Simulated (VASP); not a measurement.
# Ru (P6_3/mmc) in VASP: a series of runs, part 2 of 2

VASP 6.6.1. Earlier steps stand in the parts before.

## Step 4: Single point, PBEsol

This run uses another cell than the first one, of 13.32 Å³/atom, 1.016 times its volume.

INCAR reads:

```
PREC = Accurate ; ENCUT = 520
EDIFF = 1E-6 ; ISMEAR = 0
SIGMA = 0.1 ; LREAL = False
LASPH = True ; NELM = 60
ALGO = Fast ; ISIF = 2
LWAVE = False ; LCHARG = False
GGA = PS ; NBANDS = 21
```

KPOINTS reads:

```
Automatic mesh
0
Gamma
  24 24 12
```

POSCAR reads:

```
Ru
1.0
    2.6894812014      0.0000000000      0.0000000000
   -1.3447406007      2.3291590435      0.0000000000
    0.0000000000      0.0000000000      4.2519430486
Ru
2
Direct
    0.3333333333      0.6666666667      0.2500000000
    0.6666666667      0.3333333333      0.7500000000
```

Potentials or basis: VASP PAW PBE potentials, release 64 (Ru_pv).

Launch:

```
> cat potpaw_PBE.64/Ru_pv/POTCAR > POTCAR
> mpirun -np 1 vasp_std > vasp.out
```

OUTCAR:

```text
PREC = Accurate
   ENCUT = 520
   EDIFF = 1E-6
   ISMEAR = 0
   LREAL = False
   LASPH = True
   NELM = 60
   ISIF = 2
   GGA = PS

 ion  position               nearest neighbor table
   1  0.333  0.667  0.250-   2 2.63   2 2.63   2 2.63   2 2.63   2 2.63   2 2.63
   2  0.667  0.333  0.750-   1 2.63   1 2.63   1 2.63   1 2.63   1 2.63   1 2.63

  LATTYP: Found a hexagonal cell.
 ALAT       =     2.6894812014
 C/A-ratio  =     1.5809528791

  Lattice vectors:

 A1 = (   2.6894812014,   0.0000000000,   0.0000000000)
 A2 = (  -1.3447406007,   2.3291590435,   0.0000000000)
 A3 = (   0.0000000000,   0.0000000000,   4.2519430486)

Analysis of symmetry for initial positions (statically):
=====================================================================
 Subroutine PRICEL returns:
 Original cell was already a primitive cell.

 Routine SETGRP: Setting up the symmetry group for a
 hexagonal supercell.

 Subroutine GETGRP returns: Found 24 space group operations
 (whereof 12 operations were pure point group operations)
 out of a pool of 24 trial point group operations.

The static configuration has the point symmetry D_3d.
[... 155 lines left out ...]
 number of electron      27.9999997 magnetization

 Free energy of the ion-electron system (eV)
  ---------------------------------------------------
  ext. energy  EPLUGINS =         0.00000000
  ---------------------------------------------------
  free energy    TOTEN  =       -20.34490413 eV

  energy without entropy =      -20.33602668  energy(sigma->0) =      -20.34046541

 E-fermi :  13.0729     XC(G=0): -14.4009

 val. band max:       13.0719524596   @ k =   0.2500   0.2500   0.2500
 cond. band min:      13.0763109743   @ k =   0.2917   0.0833   0.0000
 fundamental gap:      0.0043585147
 Fermi energy:        13.0728702170

 k-point     1 :       0.0000    0.0000    0.0000
  band No.  band energies     occupation
      1     -30.6271      2.00000
      2     -29.6265      2.00000
      3     -29.6265      2.00000
      4     -29.4441      2.00000
      5     -29.4441      2.00000
      6     -29.3993      2.00000
[... 565 lines left out ...]
     20      25.2022      0.00000
     21      25.9486      0.00000

 [... further k-points ...]
[... 5 lines left out ...]
  --------------------------------------------------------------------------------------
  -------------------------------------------------------------------------------------
  Total        0.0598433      0.0598433     -0.1093818     -0.0000000      0.0000000      0.0000000
  in kB        3.5997391      3.5997391     -6.5796132     -0.0000000      0.0000000      0.0000000
  external PRESSURE =       0.2066217 kB  Pullay stress =       0.0000000 kB

 VOLUME and BASIS-vectors are now :
 -----------------------------------------------------------------------------
  energy-cutoff  :      520.00
  volume of cell :       26.64
      direct lattice vectors                 reciprocal lattice vectors
     2.689481201  0.000000000  0.000000000     0.371818922  0.214669754  0.000000000
    -1.344740601  2.329159043  0.000000000     0.000000000  0.429339509  0.000000000
     0.000000000  0.000000000  4.251943049     0.000000000  0.000000000  0.235186593

 POSITION                                       TOTAL-FORCE (eV/Angst)
 -----------------------------------------------------------------------------------
     -0.00000      1.55277      1.06299         0.000000     -0.000000      0.000000
      1.34474      0.77639      3.18896        -0.000000      0.000000      0.000000
 -----------------------------------------------------------------------------------
    total drift:                               -0.000000      0.000000     -0.000000

  FREE ENERGIE OF THE ION-ELECTRON SYSTEM (eV)
  ---------------------------------------------------
  free  energy   TOTEN  =       -20.3449041343 eV

  energy  without entropy=      -20.3360266819  energy(sigma->0) =      -20.34046541
```

Run time: 1.8 min. Hardware: 1 thread of Intel Xeon Platinum 8488C (Sapphire Rapids), shared host; peak memory 0.28 GiB.

What came out:

```
Free energy            : -20.3449 eV
Pressure               : 0.0 GPa
Band gap on the k mesh : zero (band 14 reaches 14.72 eV, above the bottom of band 15 at 11.44 eV)
```

Caveat: the PAW data sets were made with another functional, which shifts forces and pressure a little.

## Step 5: The runs side by side

```csv
cell,further INCAR settings,gap on the mesh (eV),pressure (GPa)
"a = 2.663, b = 2.663, c = 4.272 Å, angles 90.0, 90.0, 120.0°, 2 atoms",ALGO = Fast; EDIFF = 1e-07; NBANDS = 21,none,5.5
"a = 2.663, b = 2.663, c = 4.277 Å, angles 90.0, 90.0, 120.0°, 2 atoms",ALGO = Fast; EDIFF = 1e-06; NBANDS = 21,none,5.0
"a = 2.689, b = 2.689, c = 4.252 Å, angles 90.0, 90.0, 120.0°, 2 atoms",ALGO = Fast; EDIFF = 1e-06; NBANDS = 21,none,0.0
```

Alike in all rows: task single point; level PBEsol; potentials or basis VASP PAW PBE potentials, release 64 (Ru_pv); no spin polarisation; k mesh 24 × 24 × 12; cutoff (eV) 520; smearing gaussian 0.1 eV.

Caveats: the PAW data sets were made with another functional, which shifts forces and pressure a little.

Absolute energies hang on the potentials; compare differences alone.
